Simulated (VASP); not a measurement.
# Si2Mo (I4/mmm) in VASP: relaxation of cell and atoms with PBE

Aim: the relaxation of cell and atoms of Si2Mo with PBE.

All numbers are computed with VASP 6.6.1; they aren't measurements. Logs are shortened: lines on timing, memory, paths and dates and some standing lists are left out, and cuts for length are marked.

## 1. The cell of the first run

The structure is tetragonal, space group I4/mmm (No. 139). Conventional cell: a = 3.204 Å, b = 3.204 Å, c = 7.816 Å, α = 90.00°, β = 90.00°, γ = 90.00°. Within 3.4 Å of Si (site symmetry 4mm) lie 9 Si at 2.57 to 3.20 Å and 5 Mo at 2.61 to 2.62 Å. Within 3.4 Å of Mo (site symmetry 4/mmm) lie 10 Si at 2.61 to 2.62 Å and 4 Mo at 3.20 Å.

## 2. Relaxation of cell and atoms, PBE

The input, INCAR:

```
PREC = Accurate
ENCUT = 600
EDIFF = 1E-6
ISMEAR = 0
SIGMA = 0.1
LREAL = F
LASPH = T
NELM = 60
ALGO = Normal
ISIF = 3
LWAVE = F
LCHARG = F
GGA = PE
IBRION = 2
NSW = 100
EDIFFG = -0.005
```

The input, KPOINTS:

```
regular mesh
0
Gamma
  18 18 18
```

The input, POSCAR:

```
Si2Mo
1.0
   -1.6021322800      1.6021322800      3.9080959800
    1.6021322800     -1.6021322800      3.9080959800
    1.6021322800      1.6021322800     -3.9080959800
Si Mo
2 1
Direct
    0.6645706300      0.6645706300      0.0000000000
    0.3354293700      0.3354293700      0.0000000000
    0.0000000000      0.0000000000      0.0000000000
```

Potentials or basis: VASP PAW PBE potentials, release 64 (Si, Mo_sv).

On the command line:

```
$ cat potpaw_PBE.64/Si/POTCAR potpaw_PBE.64/Mo_sv/POTCAR > POTCAR
$ mpirun -np 1 vasp_std > vasp.out
```

OUTCAR:

```text
PREC = Accurate
   ENCUT = 600
   EDIFF = 1E-6
   ISMEAR = 0
   LREAL = F
   LASPH = T
   NELM = 60
   ISIF = 3
   GGA = PE
   IBRION = 2
   NSW = 100
   EDIFFG = -0.005

 ion  position               nearest neighbor table
   1  0.665  0.665  0.000-   2 2.57   3 2.61   3 2.61   3 2.61   3 2.61   3 2.62   2 2.63   2 2.63
                             2 2.63   2 2.63
   2  0.335  0.335  0.000-   1 2.57   3 2.61   3 2.61   3 2.61   3 2.61   3 2.62   1 2.63   1 2.63
                             1 2.63   1 2.63
   3  0.000  0.000  0.000-   2 2.61   1 2.61   1 2.61   1 2.61   1 2.61   2 2.61   2 2.61   2 2.61
                             1 2.62   2 2.62

  LATTYP: Found a body centered tetragonal cell.
 ALAT       =     3.2042645600
 C/A-ratio  =     2.4393091811

  Lattice vectors:

 A1 = (  -1.6021322800,   1.6021322800,   3.9080959800)
 A2 = (   1.6021322800,  -1.6021322800,   3.9080959800)
 A3 = (   1.6021322800,   1.6021322800,  -3.9080959800)

Analysis of symmetry for initial positions (statically):
=====================================================================
 Subroutine PRICEL returns:
 Original cell was already a primitive cell.

 Routine SETGRP: Setting up the symmetry group for a
 body centered tetragonal supercell.

 Subroutine GETGRP returns: Found 16 space group operations
 (whereof 16 operations were pure point group operations)
 out of a pool of 16 trial point group operations.

The static configuration has the point symmetry D_4h.

Analysis of symmetry for dynamics (positions and initial velocities):
=====================================================================
 Subroutine PRICEL returns:
 Original cell was already a primitive cell.

 Routine SETGRP: Setting up the symmetry group for a
 body centered tetragonal supercell.

 Subroutine GETGRP returns: Found 16 space group operations
 (whereof 16 operations were pure point group operations)
 out of a pool of 16 trial point group operations.

The dynamic configuration has the point symmetry D_4h.

 Subroutine INISYM returns: Found 16 space group operations
 (whereof 16 operations are pure point group operations),
 and found     1 'primitive' translations

----------------------------------------------------------------------------------------

                                     Primitive cell

  volume of cell :      40.1256

  direct lattice vectors                    reciprocal lattice vectors
    -1.602132280  1.602132280  3.908095980     0.000000000  0.312084093  0.127939539
     1.602132280 -1.602132280  3.908095980     0.312084093  0.000000000  0.127939539
     1.602132280  1.602132280 -3.908095980     0.312084093  0.312084093  0.000000000

  length of vectors
     4.517396360  4.517396360  4.517396360     0.337290686  0.337290686  0.441353557

  position of ions in fractional coordinates (direct lattice)
     0.664570630  0.664570630  0.000000000
     0.335429370  0.335429370  0.000000000
     0.000000000  0.000000000  0.000000000

  ion indices of the primitive-cell ions
   primitive index   ion index
                 1           1
                 2           2
                 3           3

----------------------------------------------------------------------------------------

 KPOINTS: regular mesh

Automatic generation of k-mesh.
 Grid dimensions read from file:
 generate k-points for:   18   18   18

 Generating k-lattice:

  Cartesian coordinates                     Fractional coordinates (reciprocal lattice)
     0.000000000  0.017338005  0.007107752     0.055555556  0.000000000  0.000000000
     0.017338005  0.000000000  0.007107752     0.000000000  0.055555556  0.000000000
     0.017338005  0.017338005  0.000000000     0.000000000  0.000000000  0.055555556

  Length of vectors
     0.018738371  0.018738371  0.024519642

  Shift w.r.t. Gamma in fractional coordinates (k-lattice)
     0.000000000  0.000000000  0.000000000

 Subroutine IBZKPT returns following result:
 ===========================================

 Found    480 irreducible k-points:

 Following reciprocal coordinates:
            Coordinates               Weight
  0.000000  0.000000  0.000000      1.000000
  0.055556  0.000000 -0.000000      8.000000
  0.111111  0.000000 -0.000000      8.000000
  0.166667  0.000000 -0.000000      8.000000
  0.222222  0.000000 -0.000000      8.000000
  0.277778  0.000000  0.000000      8.000000
[... 16 lines left out ...]
 -0.277778  0.055556  0.000000     16.000000
 -0.222222  0.055556  0.000000     16.000000
 [... further k-points ...]
   k-points           NKPTS =    480   k-points in BZ     NKDIM =    480   number of bands    NBANDS=     15
   number of dos      NEDOS =    301   number of ions     NIONS =      3
   total plane-waves  NPLWV =  46656
   dimension x,y,z NGX =    36 NGY =   36 NGZ =   36
   dimension x,y,z NGXF=    72 NGYF=   72 NGZF=   72
   ions per type =               2   1
   NGX,Y,Z   is equivalent  to a cutoff of  13.25, 13.25, 13.25 a.u.
   NGXF,Y,Z  is equivalent  to a cutoff of  26.50, 26.50, 26.50 a.u.
 SYSTEM =  unknown system
   PREC   = accura    normal or accurate (medium, high low for compatibility)
   ISTART =      0    job   : 0-new  1-cont  2-samecut
   ICHARG =      2    charge: 1-file 2-atom 10-const
   ISPIN  =      1    spin polarized calculation?
   LNONCOLLINEAR =      F non collinear calculations
   LSORBIT =      F    spin-orbit coupling
   LASPH  =      T    aspherical Exc in radial PAW
   ENCUT  =  600.0 eV  44.10 Ry    6.64 a.u.   9.02  9.02  9.02*2*pi/ulx,y,z
   NELM   =     60;   NELMIN=  2; NELMDL= -5     # of ELM steps
   EDIFF  = 0.1E-05   stopping-criterion for ELM
   LREAL  =      F    real-space projection
   EDIFFG = -.5E-02   stopping-criterion for IOM
   NSW    =    100    number of steps for IOM
   IBRION =      2    ionic relax: 0-MD 1-quasi-New 2-CG
   NFREE  =      1    steps in history (QN), initial steepest desc. (CG)
   ISIF   =      3    stress and relaxation
   ISYM   =      2    0-nonsym 1-usesym 2-fastsym
   POTIM  = 0.5000    time-step for ionic-motion
   TEBEG  =    0.0;   TEEND  =   0.0 temperature during run
   PSTRESS=    0.0 pullay stress
   NELECT =      22.0000    total number of electrons
   NUPDOWN=      -1.0000    fix difference up-down
   EMIN   =  10.00;   EMAX   =-10.00  energy-range for DOS
   EFERMI =   0.00;   METHOD = LEGACY
   ISMEAR =     0;   SIGMA  =   0.10  broadening in eV -4-tet -1-fermi 0-gaus
   EFERMI_NEDOS =   21; number of points for ismear=-14 and -15
   IALGO  =     38    algorithm
   IMIX   =      4    mixing-type and parameters
     AMIX     =   0.40;   BMIX     =  1.00
     AMIX_MAG =   1.60;   BMIX_MAG =  1.00
  volume/ion in A,a.u.               =      13.38        90.26
  Fermi-wavevector in a.u.,A,eV,Ry     =   1.339908  2.532060 24.427277  1.795354
  Thomas-Fermi vector in A             =   2.468263
   LORBIT       =      0    0 simple, 1 ext, 2 COOP (PROOUT), +10 PAW based schemes
   GGA     = PE    functional components
   LHFCALC =     F    Hartree Fock is set to
   AEXX    =    0.0000 exact exchange contribution
   IVDW    =     0    specifies the selected vdW correction
   LEPSILON=     F    determine dielectric tensor
   LRPA    =     F    only Hartree local field effects (RPA)
 conjugate gradient relaxation of ions
 non-spin polarized calculation
 Gauss-broadening in eV      SIGMA  =   0.10
  energy-cutoff  :      600.00
  volume of cell :       40.13
 maximum number of plane-waves:      1358
   NGX = 19   NGY = 19   NGZ = 19

--------------------------------------- Ionic step        1  -------------------------------------------

 number of electron      22.0000000 magnetization

 Free energy of the ion-electron system (eV)
  ---------------------------------------------------
  ext. energy  EPLUGINS =         0.00000000
  ---------------------------------------------------
  free energy    TOTEN  =       -23.25458706 eV

  energy without entropy =      -23.25343233  energy(sigma->0) =      -23.25400970

------------------------ aborting loop because EDIFF is reached ----------------------------------------

  FORCE on cell =-STRESS in cart. coord.  units (eV):
  Direction    XX          YY          ZZ          XY          YZ          ZX
  --------------------------------------------------------------------------------------
  -------------------------------------------------------------------------------------
  Total        0.7307283      0.7307283      1.1657042      0.0000000      0.0000000      0.0000000
  in kB       29.1772615     29.1772615     46.5454235      0.0000000      0.0000000      0.0000000
  external PRESSURE =      34.9666488 kB  Pullay stress =       0.0000000 kB
[... 92 lines left out ...]
  FREE ENERGIE OF THE ION-ELECTRON SYSTEM (eV)
  ---------------------------------------------------
  free  energy   TOTEN  =       -23.2620591515 eV

  energy  without entropy=      -23.2608984075  energy(sigma->0) =      -23.26147878

[... ionic steps 4 to 8 ...]

--------------------------------------- Ionic step        9  -------------------------------------------

 number of electron      22.0000000 magnetization

------------------------ aborting loop because EDIFF is reached ----------------------------------------

  FORCE on cell =-STRESS in cart. coord.  units (eV):
  Direction    XX          YY          ZZ          XY          YZ          ZX
  --------------------------------------------------------------------------------------
  -------------------------------------------------------------------------------------
  Total       -0.0158635     -0.0158635     -0.0119725      0.0000000      0.0000000     -0.0000000
  in kB       -0.6233915     -0.6233915     -0.4704877      0.0000000      0.0000000     -0.0000000
  external PRESSURE =      -0.5724236 kB  Pullay stress =       0.0000000 kB
[... 59 lines left out ...]
  energy  without entropy=      -23.2609282661  energy(sigma->0) =      -23.26150767

--------------------------------------- Ionic step       11  -------------------------------------------

 number of electron      22.0000000 magnetization

 Free energy of the ion-electron system (eV)
  ---------------------------------------------------
  ext. energy  EPLUGINS =         0.00000000
  ---------------------------------------------------
  free energy    TOTEN  =       -23.26208702 eV

  energy without entropy =      -23.26092803  energy(sigma->0) =      -23.26150752

 E-fermi :  12.0612     XC(G=0): -12.3661

 val. band max:       12.0582190185   @ k =   0.0556   0.0556  -0.0000
 cond. band min:      12.0686028660   @ k =  -0.1111  -0.1111   0.0556
 fundamental gap:      0.0103838475
 Fermi energy:        12.0612155912

 k-point     1 :       0.0000    0.0000    0.0000
  band No.  band energies     occupation
      1     -48.6736      2.00000
      2     -22.8148      2.00000
      3     -22.7488      2.00000
      4     -22.7488      2.00000
      5      -1.2536      2.00000
      6       5.7595      2.00000
      7       8.6416      2.00000
      8       9.0761      2.00000
      9       9.4800      2.00000
     10       9.4800      2.00000
     11      12.4190      0.00000
     12      15.1305      0.00000
     13      15.3102      0.00000
     14      15.5304      0.00000
     15      15.5304      0.00000
[... 397 lines left out ...]
 k-point    24 :      -0.2222    0.0556    0.0000
  band No.  band energies     occupation
      1     -48.6660      2.00000
      2     -22.8490      2.00000
      3     -22.8055      2.00000
      4     -22.7466      2.00000
      5      -0.3980      2.00000
      6       5.7873      2.00000
      7       7.0831      2.00000
      8       8.8870      2.00000
      9       9.4938      2.00000
     10      10.2669      2.00000
     11      10.7782      2.00000
     12      13.8459      0.00000
     13      14.2061      0.00000
     14      16.1126      0.00000
     15      16.3653      0.00000

 [... further k-points ...]

------------------------ aborting loop because EDIFF is reached ----------------------------------------

  FORCE on cell =-STRESS in cart. coord.  units (eV):
  Direction    XX          YY          ZZ          XY          YZ          ZX
  --------------------------------------------------------------------------------------
  -------------------------------------------------------------------------------------
  Total       -0.0054282     -0.0054282     -0.0000415      0.0000000     -0.0000000     -0.0000000
  in kB       -0.2133661     -0.2133661     -0.0016308      0.0000000     -0.0000000     -0.0000000
  external PRESSURE =      -0.1427877 kB  Pullay stress =       0.0000000 kB
[... 18 lines left out ...]
  FREE ENERGIE OF THE ION-ELECTRON SYSTEM (eV)
  ---------------------------------------------------
  free  energy   TOTEN  =       -23.2620870185 eV

  energy  without entropy=      -23.2609280278  energy(sigma->0) =      -23.26150752

 reached required accuracy - stopping structural energy minimisation
```

It took 21 min on 1 thread of Intel Xeon Platinum 8259CL at 2.50GHz (Skylake/Cascade Lake), shared host; peak memory 0.49 GiB.

What came out:

```
Free energy                           : -23.2621 eV
Relaxed volume                        : 13.59 Å³/atom
Relaxed cell                          : a = 4.547 Å, b = 4.547 Å, c = 4.547 Å, α = 138.56°, β = 138.56°, γ = 60.05°
Space group after relaxing (to 0.1 Å) : I4/mmm (No. 139)
Energy gained by relaxing             : 2.5 meV/atom
Ionic steps                           : 11
Pressure after relaxing               : 0.0 GPa
Largest force after relaxing          : 0.004 eV/Å
Band gap on the k mesh                : zero (bands 11 and 12 overlap by 0.94 eV)
```

Forces on the atoms (eV/Å):
```
Si   0.000  0.000  0.004
Si   0.000  0.000 -0.004
Mo   0.000  0.000  0.000
```

The path:
| step | energy change (eV) | largest force (eV/Å) | pressure (GPa) | volume (Å³) |
| --- | --- | --- | --- | --- |
| 1 | 0.0000 | 0.0943 | 3.50 | 40.13 |
| 2 | 0.0115 | 0.0963 | -5.22 | 41.84 |
| 3 | -0.0075 | 0.0173 | -0.05 | 40.78 |
| 4 | -0.0075 | 0.0189 | 0.00 | 40.76 |
| 5 | -0.0075 | 0.0048 | 0.06 | 40.75 |
| 6 | -0.0075 | 0.0057 | 0.05 | 40.75 |
| 7 | -0.0075 | 0.0069 | 0.05 | 40.75 |
| 8 | -0.0075 | 0.0079 | 0.05 | 40.75 |
| 9 | -0.0075 | 0.0005 | -0.06 | 40.77 |
| 10 | -0.0075 | 0.0024 | -0.05 | 40.76 |
| 11 | -0.0075 | 0.0038 | -0.01 | 40.76 |

Final structure:
```
CELL_PARAMETERS angstrom
-1.60884 1.60884 3.93694
1.60884 -1.60884 3.93694
1.60884 1.60884 -3.93694
ATOMIC_POSITIONS crystal
Si 0.66490 0.66490 0.00000
Si 0.33510 0.33510 0.00000
Mo 0.00000 0.00000 0.00000
```
